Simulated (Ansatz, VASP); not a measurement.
# Ge in VASP and in Ansatz

```
Ge
1.0
     2.70139    0.00000    0.00000
     0.00000    2.70139    0.00000
     0.00000    0.00000    2.72864
Ge
1
Direct
  0.00000 0.00000 0.00000
```

Alike in both runs: functional PBE; k mesh 6 × 6 × 6; occupations gaussian, width 0.1 eV; no spin polarisation.

Ansatz relaxed the structure, and its values are those at the end. VASP's run is a single point on that final structure, the one shown.

```csv
,VASP,Ansatz
version,VASP 6.6.1,Ansatz 0.2.0
potentials or method,"VASP PAW PBE potentials, release 64 (Ge_d), cutoff 520 eV","scalar-relativistic, plane waves, PAW"
valence electrons in the cell,14,14
```

Ansatz gave:

| Quantity | Value |
| --- | --- |
| gap on the k mesh at the Fermi level (eV) | none |
| pressure (GPa) | -0.2 |

Question: Estimate VASP's values.

Answer: gap on the k mesh at the Fermi level (eV): none; pressure (GPa): -0.4.

A gap of «none» marks a metal or a gap that the smearing closes. The functional is the same, so the differences come from potentials, cutoffs and numerics.

The k mesh is coarse, so the values compare programs but aren't converged.
